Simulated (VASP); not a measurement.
Li: single point with PBE

Crystal: Li.

```
Li
1.0
     2.48929    0.00000    0.00000
    -1.24465    2.15579    0.00000
     0.00000    0.00000    2.26848
Li
1
Direct
  0.00000 0.00000 0.00000
```

This isn't the form of Li at room conditions, which is bcc.

```yaml
Program: VASP 6.6.1
Task: single point
Functional: PBE
Potentials_or_basis: VASP PAW PBE potentials, release 64 (Li_sv)
Cutoff: 520 eV
k_mesh: 16 × 16 × 15
Occupations: fermi-dirac, width 0.1 eV
Spin: no spin polarisation
Dipole_correction: no
Further_INCAR_settings: ALGO = Normal; EDIFF = 1e-07; NBANDS = 8
```

The band gap on the k mesh is zero (an odd number of electrons rules out a gap without spin polarisation).

Levels at points of the mesh, in eV from the Fermi level:
```
           k point  band 1  band 2  band 3  band 4  band 5  band 6
(0.00, 0.00, 0.00)  -46.00   -3.94   17.85   19.09   19.09   21.23
(0.50, 0.00, 0.00)  -45.89   -0.51    4.92   13.40   19.03   23.01
```

Wall time 32 s on 1 thread of Intel Xeon 8259CL, with other jobs on the host, peak memory 0.13 GiB.
